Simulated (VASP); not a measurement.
# TiIn5 (P-62m) in VASP: a series of runs, part 2 of 2

VASP 6.6.1. The steps go on from the part before.

## (5) Relaxation of cell and atoms, PBE

This run uses another cell than the first one, of 28.85 Å³/atom.

Contents of INCAR:

```
SYSTEM = TiIn5
  PREC = Accurate
  ENCUT = 600
  EDIFF = 1E-7
  ISMEAR = 0
  SIGMA = 0.1
  LREAL = .FALSE.
  LASPH = .TRUE.
  NELM = 60
  ALGO = Normal
  ISIF = 3
  LWAVE = .FALSE.
  LCHARG = .FALSE.
  GGA = PE
  IBRION = 2
  NSW = 90
  EDIFFG = -0.04
```

Contents of KPOINTS:

```
regular mesh
0
G
  3 3 4
  0 0 0
```

Contents of POSCAR:

```
TiIn5
1.0
    6.0137915300      0.0000000000      0.0000000000
   -3.0068957600      5.2080962300      0.0000000000
    0.0000000000      0.0000000000      5.5267301900
Ti In
1 5
Direct
    0.0000000000      0.0000000000      0.5000000000
    0.6666666700      0.3333333300      0.5000000000
    0.3165600000      0.0000000000      0.0000000000
    0.6834400000      0.6834400000      0.0000000000
    0.0000000000      0.3165600000      0.0000000000
    0.3333333300      0.6666666700      0.5000000000
```

Potentials or basis: VASP PAW PBE potentials, release 64 (Ti_sv, In_d).

The run is started by

```console
$ cat potpaw_PBE.64/Ti_sv/POTCAR potpaw_PBE.64/In_d/POTCAR > POTCAR
$ mpirun -np 1 vasp_std > vasp.out
```

OUTCAR:

```text
SYSTEM = TiIn5
   PREC = Accurate
   ENCUT = 600
   EDIFF = 1E-7
   ISMEAR = 0
   LREAL = .FALSE.
   LASPH = .TRUE.
   NELM = 60
   ISIF = 3
   GGA = PE
   IBRION = 2
   NSW = 90
   EDIFFG = -0.04

 ion  position               nearest neighbor table
   1  0.000  0.000  0.500-   5 3.36   5 3.36   4 3.36   4 3.36   3 3.36   3 3.36   6 3.47   2 3.47
                             6 3.47   2 3.47   2 3.47   6 3.47
   2  0.667  0.333  0.500-   5 3.44   5 3.44   3 3.44   3 3.44   4 3.44   4 3.44   6 3.47   1 3.47
                             6 3.47   1 3.47   1 3.47   6 3.47
   3  0.317  0.000  0.000-   5 3.30   4 3.30   1 3.36   1 3.36   6 3.44   6 3.44   2 3.44   2 3.44
                             5 3.56   4 3.56   4 3.56   5 3.56
   4  0.683  0.683  0.000-   5 3.30   3 3.30   1 3.36   1 3.36   2 3.44   2 3.44   6 3.44   6 3.44
                             3 3.56   5 3.56   3 3.56   5 3.56
   5  0.000  0.317  0.000-   4 3.30   3 3.30   1 3.36   1 3.36   2 3.44   2 3.44   6 3.44   6 3.44
                             3 3.56   4 3.56   4 3.56   3 3.56
   6  0.333  0.667  0.500-   3 3.44   3 3.44   5 3.44   5 3.44   4 3.44   4 3.44   2 3.47   1 3.47
                             2 3.47   1 3.47   1 3.47   2 3.47

[... 748 lines left out ...]

------------------------ aborting loop because EDIFF is reached ----------------------------------------
[... 75 lines left out ...]
--------------------------------------- Ionic step       20  -------------------------------------------

 number of electron      77.0000012 magnetization

 Free energy of the ion-electron system (eV)
  ---------------------------------------------------
  ext. energy  EPLUGINS =         0.00000000
  ---------------------------------------------------
  free energy    TOTEN  =       -19.80030889 eV

  energy without entropy =      -19.76377580  energy(sigma->0) =      -19.78204234

 E-fermi :   7.8107     XC(G=0): -10.4918

 val. band max:        7.7641608647   @ k =   0.3333  -0.0000   0.5000
 cond. band min:       7.8495305196   @ k =   0.3333   0.3333   0.5000
 fundamental gap:      0.0853696549
 Fermi energy:         7.8106579934

 k-point     1 :       0.0000    0.0000    0.0000
  band No.  band energies     occupation
      1     -49.5604      2.00000
      2     -25.8218      2.00000
      3     -25.8218      2.00000
      4     -25.8081      2.00000
      5      -7.0081      2.00000
      6      -6.9284      2.00000
[... 463 lines left out ...]
  FREE ENERGIE OF THE ION-ELECTRON SYSTEM (eV)
  ---------------------------------------------------
  free  energy   TOTEN  =       -19.8003088853 eV

  energy  without entropy=      -19.7637757998  energy(sigma->0) =      -19.78204234

 reached required accuracy - stopping structural energy minimisation
```

OSZICAR:

```text
N       E                     dE             d eps       ncg     rms          rms(c)
DAV:   1     0.861829292151E+03    0.86183E+03   -0.39966E+04   828   0.238E+03
DAV:   2     0.857083303210E+02   -0.77612E+03   -0.76511E+03   828   0.598E+02
DAV:   3    -0.134627257362E+02   -0.99171E+02   -0.96705E+02  1028   0.222E+02
[... 254 lines left out ...]
DAV:   4    -0.198003596241E+02    0.91757E-03   -0.16561E-03  1142   0.269E-01    0.564E-02
DAV:   5    -0.198003051544E+02    0.54470E-04   -0.23358E-04  1150   0.104E-01    0.314E-02
DAV:   6    -0.198003079841E+02   -0.28297E-05   -0.44346E-05  1056   0.562E-02    0.182E-02
DAV:   7    -0.198003089051E+02   -0.92099E-06   -0.37938E-06  1376   0.196E-02    0.567E-03
DAV:   8    -0.198003088853E+02    0.19723E-07   -0.46207E-07   938   0.701E-03
  20 F= -.19800309E+02 E0= -.19782042E+02  d E =-.906018E-03
```

CONTCAR:

```text
TiIn5
   1.00000000000000
     5.4267608344675367   -0.0000000005295119   -0.0000000000000000
    -2.7133804131804102    4.6997127373930141    0.0000000000000001
     0.0000000000000000    0.0000000000000001    5.7238893991882476
  Ti              In
     1     5
Direct
     0.0000000000000000    0.0000000000000000    0.5000000000000000
     0.6666666699999979    0.3333333300000021    0.5000000000000000
     0.3162630133017842    0.9999999999996927    0.0000000000000000
     0.6837369866979414    0.6837369866973593    0.0000000000000000
     0.0000000000002746    0.3162630133029481    0.0000000000000000
     0.3333333300000021    0.6666666699999979    0.5000000000000000

  0.00000000E+00  0.00000000E+00  0.00000000E+00
  0.00000000E+00  0.00000000E+00  0.00000000E+00
  0.00000000E+00  0.00000000E+00  0.00000000E+00
  0.00000000E+00  0.00000000E+00  0.00000000E+00
  0.00000000E+00  0.00000000E+00  0.00000000E+00
  0.00000000E+00  0.00000000E+00  0.00000000E+00
```

Run time: 50 min. Hardware: 1 thread of Intel Xeon 8259CL, shared host; peak memory 0.39 GiB.

What came out:

```yaml
Free_energy: -19.8003 eV
Relaxed_volume: 24.33 Å³/atom
Relaxed_cell: a = 5.427 Å, b = 5.427 Å, c = 5.724 Å, α = 90.00°, β = 90.00°, γ = 120.00°
Space_group_after_relaxing_to_0.1_Å: P-62m (No. 189)
Energy_gained_by_relaxing: 123.4 meV/atom
Ionic_steps: 20
Pressure_after_relaxing: 0.0 GPa
Largest_force_after_relaxing: 0.032 eV/Å
Band_gap_on_the_k_mesh: zero (an odd number of electrons rules out a gap without spin polarisation)
```

Forces on the atoms (eV/Å):
```
Ti   0.000  0.000  0.000
In   0.000  0.000  0.000
In   0.032  0.000  0.000
In  -0.016 -0.028  0.000
In  -0.016  0.028  0.000
In   0.000  0.000  0.000
```

Stress tensor (GPa, compression positive):
```
 0.06  0.00  0.00
 0.00  0.06  0.00
 0.00  0.00 -0.26
```

The path:
```csv
step,energy change (eV),largest force (eV/Å),pressure (GPa),volume (Å³)
1,0.0000,0.3030,-5.77,173.10
2,-0.6006,0.1436,-1.05,148.35
3,-0.6116,0.1106,-0.01,145.25
4,-0.6115,0.1045,0.16,144.73
5,-0.6154,0.0778,0.17,144.71
6,-0.6269,0.0235,0.22,144.66
7,-0.6464,0.3655,0.47,144.49
8,-0.6475,0.3807,0.47,144.53
9,-0.6503,0.4279,0.45,144.65
10,-0.6523,0.5298,0.44,144.88
11,-0.6565,0.5170,0.37,145.02
12,-0.6681,0.4798,0.20,145.43
13,-0.6875,0.4091,-0.14,146.25
14,-0.7121,0.2796,-0.71,147.86
15,-0.7129,0.0532,-1.55,151.00
16,-0.7198,0.1635,-1.19,149.44
17,-0.7353,0.1097,-0.57,147.56
18,-0.7394,0.0639,-0.05,146.10
19,-0.7394,0.0617,-0.02,146.04
20,-0.7403,0.0318,-0.04,145.98
```

Final structure:
```yaml
crystal:
  lattice:
    - [5.42676, 0.00000, 0.00000]
    - [-2.71338, 4.69971, 0.00000]
    - [0.00000, 0.00000, 5.72389]
  atoms:
    - { symbol: Ti, position: [0.00000, 0.00000, 0.50000] }
    - { symbol: In, position: [0.66667, 0.33333, 0.50000] }
    - { symbol: In, position: [0.31626, 0.00000, 0.00000] }
    - { symbol: In, position: [0.68374, 0.68374, 0.00000] }
    - { symbol: In, position: [0.00000, 0.31626, 0.00000] }
    - { symbol: In, position: [0.33333, 0.66667, 0.50000] }
```

Caveat: the k points lie up to 0.45 Å⁻¹ apart in the final cell, too coarse for converged energies and pressures of a metal; the volume moved by over 15 % at a fixed basis, so the end points are rough; spin-orbit coupling is left out, which moves the levels of the heavy elements.

## (6) Single point, PBE, collinear spin

This run uses another cell than the first one, of 24.45 Å³/atom.

Contents of INCAR:

```
SYSTEM = TiIn5
  ALGO = Fast
  EDIFF = 1E-6
  ENCUT = 520
  GGA = PE
  ISIF = 2
  ISMEAR = 0
  ISPIN = 2
  LASPH = .True.
  LCHARG = .True.
  LELF = .True.
  LMAXMIX = 4
  LORBIT = 11
  LREAL = .False.
  LVHAR = .True.
  LWAVE = .False.
  MAGMOM = 1 0 0 0 0 0
  NBANDS = 52
  NELM = 150
  PREC = Accurate
  SIGMA = 0.1
```

Contents of KPOINTS:

```
k-points
0
Gamma
  3 3 4
  0 0 0
```

Contents of POSCAR:

```
TiIn5
1.0
    5.9409522907      0.0000000000      0.0000000000
   -2.9704761454      5.1450156064      0.0000000000
    0.0000000000      0.0000000000      4.8001527256
Ti In
1 5
Direct
    0.0000000000      0.0000000000      0.5000000000
    0.6666666667      0.3333333333      0.5000000000
    0.3076578456      0.0000000000      0.0000000000
    0.6923421544      0.6923421544      0.0000000000
    0.0000000000      0.3076578456      0.0000000000
    0.3333333333      0.6666666667      0.5000000000
```

Potentials or basis: VASP PAW PBE potentials, release 64 (Ti_sv, In_d).

The run is started by

```console
$ cat potpaw_PBE.64/Ti_sv/POTCAR potpaw_PBE.64/In_d/POTCAR > POTCAR
$ mpirun -np 1 vasp_std > vasp.out
```

It took 13 min on 1 thread of Intel Xeon 8259CL, shared host; peak memory 0.39 GiB.

The run converged. Its results:

```
Free energy                                           : -19.6919 eV
Pressure                                              : 0.6 GPa
Net moment                                            : 1.47 μB per cell
Site moments                                          : Ti +1.04; In +0.00, +0.01 (each value once) μB
Valence electrons inside the program's atomic spheres : Ti 10.11; In 11.36, 11.41 (each value once)
```

Forces in eV/Å, atoms in the order of the input:
```
Ti   0.000  0.000  0.000
In   0.000  0.000  0.000
In  -0.002  0.000  0.000
In   0.001  0.002  0.000
In   0.001 -0.002  0.000
In   0.000  0.000  0.000
```

Stress tensor (GPa, compression positive):
```
0.32 0.00 0.00
0.00 0.32 0.00
0.00 0.00 1.08
```

Levels at points of the mesh, in eV from the Fermi level:
Spin up:
```
           k point  band 37  band 38  band 39  band 40  band 41  band 42
(0.00, 0.00, 0.00)    -2.28    -0.74    -0.50    -0.50     0.74     0.74
(0.00, 0.00, 0.50)    -1.78    -1.37    -0.88    -0.88    -0.20     0.01
```
Spin down:
```csv
k point,band 34,band 35,band 36,band 37,band 38,band 39,band 40,band 41,band 42,band 43
"(0.00, 0.00, 0.00)",-3.86,-2.27,-2.14,-2.14,-0.53,0.34,0.34,1.46,1.46,1.93
"(0.00, 0.00, 0.50)",-2.59,-1.85,-1.85,-1.69,-1.35,-0.76,-0.76,0.34,0.34,0.44
```

Caveat: the k points lie up to 0.41 Å⁻¹ apart; spin-orbit coupling is left out, which moves the levels of the heavy elements.

## (7) Summary

```tsv
task	spin	cell	k mesh	cutoff (eV)	gap on the mesh (eV)	pressure (GPa)	relaxed volume (Å³/atom)	largest force (eV/Å)
relaxation of cell and atoms	off	relaxed from a = 5.438, b = 5.438, c = 5.698 Å, angles 90.0, 90.0, 120.0°, 6 atoms, atomic positions A	6 × 6 × 4	600	none	-0.2	24.56	0.02
single point	off	a = 6.014, b = 6.014, c = 5.527 Å, angles 90.0, 90.0, 120.0°, 6 atoms, atomic positions A	3 × 3 × 4	520	none	-5.8	-	0.30
single point	off	a = 5.941, b = 5.941, c = 4.800 Å, angles 90.0, 90.0, 120.0°, 6 atoms, atomic positions B	6 × 6 × 4	520	none	0.0	-	-
relaxation of cell and atoms	off	relaxed from a = 6.014, b = 6.014, c = 5.527 Å, angles 90.0, 90.0, 120.0°, 6 atoms, atomic positions A	3 × 3 × 4	600	none	0.0	24.33	0.03
single point	collinear	a = 5.941, b = 5.941, c = 4.800 Å, angles 90.0, 90.0, 120.0°, 6 atoms, atomic positions B	3 × 3 × 4	520	none	0.6	-	-
```

Alike in all rows: level PBE; potentials or basis VASP PAW PBE potentials, release 64 (Ti_sv, In_d); smearing gaussian 0.1 eV.

Caveats: some runs use coarse meshes; spin-orbit coupling is left out, which moves the levels of the heavy elements; a cell axis changed by over 15 % at a fixed basis, so the end point is rough (at least some runs); the volume moved by over 15 % at a fixed basis, so the end points are rough (at least some runs).

Absolute energies hang on the potentials; compare differences alone.
